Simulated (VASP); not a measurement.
# Rh (Fm-3m) in VASP: notebook

Runs on Rh. Level: BLYP. Tasks: single point.

Everything below comes from runs of VASP 6.6.1. Logs are shortened: lines on timing, memory, paths and dates and some standing lists are left out, and cuts for length are marked.

## Step 1: The cell of the first run

Symmetry: Fm-3m, No. 225, cubic system. Conventional cell: a = 3.793 Å, b = 3.793 Å, c = 3.793 Å, α = 90.00°, β = 90.00°, γ = 90.00°. Rh (site symmetry m-3m) has 12 Rh at 2.68 Å within 3.5 Å.

## Step 2: Single point, BLYP, collinear spin, ferromagnetic start (volume scaled by 0.92)

The input, INCAR:

```
AGGAC    = 1.0          
AGGAX    = 1.0          
ALDAC    = 0.0          
ALDAX    = 1.0          
ALGO     = Normal         # electronic algorithm
EDIFF    = 1E-6           # SCF threshold, eV
ENCUT    = 520            # plane-wave cutoff, eV
GGA      = B5             # functional
ISIF     = 2              # what is computed and relaxed
ISMEAR   = -1             # smearing method
ISPIN    = 2              # spin polarisation
LASPH    = T              # aspherical terms in the spheres
LCHARG   = F              # write CHGCAR
LMAXMIX  = 4              # l up to which the mixer works
LORBIT   = 11             # projections on sites
LREAL    = F              # projectors in reciprocal space
LWAVE    = F              # write WAVECAR
MAGMOM   = 1              # initial moments
NBANDS   = 18             # bands
NELM     = 150            # most SCF steps
PREC     = Accurate       # precision mode
SIGMA    = 0.05           # smearing width, eV
```

The input, KPOINTS:

```
k-points
0
Gamma
  23 23 23
```

The input, POSCAR:

```
Rh
1.0
    0.0000000000      1.8962755768      1.8962755768
    1.8962755768      0.0000000000      1.8962755768
    1.8962755768      1.8962755768      0.0000000000
Rh
1
Direct
    0.0000000000      0.0000000000      0.0000000000
```

Potentials or basis: VASP PAW PBE potentials, release 64 (Rh_pv).

Launch:

```sh
$ cat potpaw_PBE.64/Rh_pv/POTCAR > POTCAR
$ mpirun -np 1 vasp_std > vasp.out
```

OUTCAR:

```text
EDIFF = 1E-6
   ENCUT = 520
   GGA = B5
   ISIF = 2
   ISMEAR = -1
   ISPIN = 2
   LASPH = T
   LORBIT = 11
   LREAL = F
   NELM = 150
   PREC = Accurate

 ion  position               nearest neighbor table
   1  0.000  0.000  0.000-

  LATTYP: Found a face centered cubic cell.
 ALAT       =     3.7925511536

  Lattice vectors:

 A1 = (   0.0000000000,   1.8962755768,   1.8962755768)
 A2 = (   1.8962755768,   0.0000000000,   1.8962755768)
 A3 = (   1.8962755768,   1.8962755768,   0.0000000000)

Analysis of symmetry for initial positions (statically):
=====================================================================
 Subroutine PRICEL returns:
 Original cell was already a primitive cell.

 Routine SETGRP: Setting up the symmetry group for a
 face centered cubic supercell.

 Subroutine GETGRP returns: Found 48 space group operations
 (whereof 48 operations were pure point group operations)
 out of a pool of 48 trial point group operations.

The static configuration has the point symmetry O_h .

Analysis of symmetry for dynamics (positions and initial velocities):
=====================================================================
 Subroutine PRICEL returns:
 Original cell was already a primitive cell.

 Routine SETGRP: Setting up the symmetry group for a
 face centered cubic supercell.

 Subroutine GETGRP returns: Found 48 space group operations
 (whereof 48 operations were pure point group operations)
 out of a pool of 48 trial point group operations.

The dynamic configuration has the point symmetry O_h .

Analysis of structural, dynamic, and magnetic symmetry:
=====================================================================
 Subroutine PRICEL returns:
 Original cell was already a primitive cell.

 Routine SETGRP: Setting up the symmetry group for a
 face centered cubic supercell.

 Subroutine GETGRP returns: Found 48 space group operations
 (whereof 48 operations were pure point group operations)
 out of a pool of 48 trial point group operations.

The overall configuration has the point symmetry O_h .

 Subroutine INISYM returns: Found 48 space group operations
 (whereof 48 operations are pure point group operations),
 and found     1 'primitive' translations

----------------------------------------------------------------------------------------

                                     Primitive cell

  volume of cell :      13.6375
[... 98 lines left out ...]
   NELECT =      15.0000    total number of electrons
   NUPDOWN=      -1.0000    fix difference up-down
   EMIN   =  10.00;   EMAX   =-10.00  energy-range for DOS
   EFERMI =   0.00;   METHOD = LEGACY
   ISMEAR =    -1;   SIGMA  =   0.05  broadening in eV -4-tet -1-fermi 0-gaus
   EFERMI_NEDOS =   21; number of points for ismear=-14 and -15
   IALGO  =     38    algorithm
   IMIX   =      4    mixing-type and parameters
     AMIX     =   0.40;   BMIX     =  1.00
     AMIX_MAG =   1.60;   BMIX_MAG =  1.00
  volume/ion in A,a.u.               =      13.64        92.03
  Fermi-wavevector in a.u.,A,eV,Ry     =   1.689898  3.193444 38.854905  2.855755
  Thomas-Fermi vector in A             =   2.771942
   LORBIT       =     11    0 simple, 1 ext, 2 COOP (PROOUT), +10 PAW based schemes
   GGA     = B5    functional components
   LHFCALC =     F    Hartree Fock is set to
   AEXX    =    0.0000 exact exchange contribution
   IVDW    =     0    specifies the selected vdW correction
   LEPSILON=     F    determine dielectric tensor
   LRPA    =     F    only Hartree local field effects (RPA)
 spin polarized calculation
  energy-cutoff  :      520.00
  volume of cell :       13.64
 maximum number of plane-waves:       378
   NGX =  9   NGY =  9   NGZ =  9

 number of electron      15.0000007 magnetization      -0.0073573

 number of electron      15.0000007 magnetization       0.0001595

 Free energy of the ion-electron system (eV)
  ---------------------------------------------------
  ext. energy  EPLUGINS =         0.00000000
  ---------------------------------------------------
  free energy    TOTEN  =        -6.08587105 eV

  energy without entropy =       -6.07556197  energy(sigma->0) =       -6.08071651

 E-fermi :  12.5790     XC(G=0): -13.4319

 val. band max:       12.5703118236   @ k =  -0.4783   0.2609   0.1304
 cond. band min:      12.5804173368   @ k =   0.3913   0.2174   0.0435
 fundamental gap:      0.0101055132
 Fermi energy:        12.5789721287

 spin component 1

 k-point     1 :       0.0000    0.0000    0.0000
  band No.  band energies     occupation
      1     -33.6315      1.00000
      2     -33.6315      1.00000
      3     -33.6315      1.00000
      4       4.7786      1.00000
      5       9.4620      1.00000
      6       9.4620      1.00000
[... 493 lines left out ...]
     17      45.4514      0.00000
     18      51.2846      0.00000

 [... further k-points ...]

 spin component 2

 k-point     1 :       0.0000    0.0000    0.0000
  band No.  band energies     occupation
      1     -33.6313      1.00000
      2     -33.6313      1.00000
      3     -33.6313      1.00000
      4       4.7786      1.00000
      5       9.4620      1.00000
      6       9.4620      1.00000
[... 493 lines left out ...]
     17      45.4515      0.00000
     18      51.2859      0.00000

 [... further k-points ...]

------------------------ aborting loop because EDIFF is reached ----------------------------------------

  FORCE on cell =-STRESS in cart. coord.  units (eV):
  Direction    XX          YY          ZZ          XY          YZ          ZX
  --------------------------------------------------------------------------------------
  -------------------------------------------------------------------------------------
  Total        1.9506708      1.9506708      1.9506708      0.0000000      0.0000000     -0.0000000
  in kB      229.1712972    229.1712972    229.1712972      0.0000000      0.0000000     -0.0000000
  external PRESSURE =     229.1712972 kB  Pullay stress =       0.0000000 kB

 VOLUME and BASIS-vectors are now :
 -----------------------------------------------------------------------------
  energy-cutoff  :      520.00
  volume of cell :       13.64
      direct lattice vectors                 reciprocal lattice vectors
     0.000000000  1.896275577  1.896275577    -0.263674756  0.263674756  0.263674756
     1.896275577  0.000000000  1.896275577     0.263674756 -0.263674756  0.263674756
     1.896275577  1.896275577  0.000000000     0.263674756  0.263674756 -0.263674756

 POSITION                                       TOTAL-FORCE (eV/Angst)
 -----------------------------------------------------------------------------------
      0.00000      0.00000      0.00000         0.000000      0.000000      0.000000
 -----------------------------------------------------------------------------------
    total drift:                                0.000000     -0.000000      0.000000

  FREE ENERGIE OF THE ION-ELECTRON SYSTEM (eV)
  ---------------------------------------------------
  free  energy   TOTEN  =        -6.0858710524 eV

  energy  without entropy=       -6.0755619685  energy(sigma->0) =       -6.08071651

 total charge

# of ion       s       p       d       tot
------------------------------------------
    1        0.406   6.297   7.144  13.847

 magnetization (x)

# of ion       s       p       d       tot
------------------------------------------
    1       -0.000  -0.000   0.000   0.000
```

stdout:

```text
POSCAR found type information on POSCAR Rh
 POSCAR found :  1 types and       1 ions
 scaLAPACK will be used
 -----------------------------------------------------------------------------
|                                                                             |
|                                                                             |
|     You enforced a specific xc type in the INCAR file but a different       |
|     I HOPE YOU KNOW WHAT YOU ARE DOING!                                     |
|                                                                             |
 -----------------------------------------------------------------------------

 LDA part: xc-table for (Slater(with rela. corr.)+VWN5), standard interpolation
 POSCAR, INCAR and KPOINTS ok, starting setup
 FFT: planning ... GRIDC
 FFT: planning ... GRID_SOFT
 FFT: planning ... GRID
 WAVECAR not read
 entering main loop
```

Wall time 1.7 min (1 thread of Intel Xeon 6975P-C, shared host); peak memory 0.24 GiB.

Results:

- Free energy: -6.0859 eV
- Pressure: 22.9 GPa
- Net moment: 0.00 μB per cell
- Valence electrons inside the program's atomic spheres: Rh 13.85

Caveat: the PAW data sets were made with another functional, which shifts forces and pressure a little.

## Step 3: Single point, BLYP, collinear spin, ferromagnetic start (volume scaled by 0.96)

The input, INCAR:

```
SYSTEM = Rh
PREC = Accurate ; ENCUT = 520
EDIFF = 1E-6 ; ISMEAR = -1
SIGMA = 0.05 ; LREAL = .FALSE.
LASPH = .TRUE. ; NELM = 150
ALGO = Normal ; ISIF = 2
LWAVE = .FALSE. ; LCHARG = .FALSE.
ISPIN = 2 ; MAGMOM = 1
LORBIT = 11 ; LMAXMIX = 4
GGA = B5 ; ALDAX = 1.0
AGGAX = 1.0 ; AGGAC = 1.0
ALDAC = 0.0 ; NBANDS = 18
```

The input, KPOINTS:

```
Automatic mesh
0
G
  23 23 23
  0 0 0
```

The input, POSCAR:

```
Rh
1.0
    0.0000000000      1.9233688884      1.9233688884
    1.9233688884      0.0000000000      1.9233688884
    1.9233688884      1.9233688884      0.0000000000
Rh
1
Direct
    0.0000000000      0.0000000000      0.0000000000
```

Potentials or basis: VASP PAW PBE potentials, release 64 (Rh_pv).

Launch:

```sh
$ cat potpaw_PBE.64/Rh_pv/POTCAR > POTCAR
$ mpirun -np 1 vasp_std > vasp.out
```

It took 91 s on 1 thread of Intel Xeon 6975P-C, shared host; peak memory 0.24 GiB.

It converged, with:

| Quantity | Value |
| --- | --- |
| Free energy | -6.1469 eV |
| Pressure | 10.3 GPa |
| Net moment | 0.00 μB per cell |
| Valence electrons inside the program's atomic spheres | Rh 13.77 |

Levels at points of the mesh, in eV from the Fermi level:
Spin up:
```tsv
k point	band 4	band 5	band 6	band 7	band 8	band 9	band 10	band 11
(0.00, 0.00, 0.00)	-7.50	-2.92	-2.92	-2.92	-0.96	-0.96	16.32	20.37
```
Spin down:
```csv
k point,band 4,band 5,band 6,band 7,band 8,band 9,band 10,band 11
"(0.00, 0.00, 0.00)",-7.50,-2.92,-2.92,-2.92,-0.96,-0.96,16.32,20.37
```

Caveat: the PAW data sets were made with another functional, which shifts forces and pressure a little.
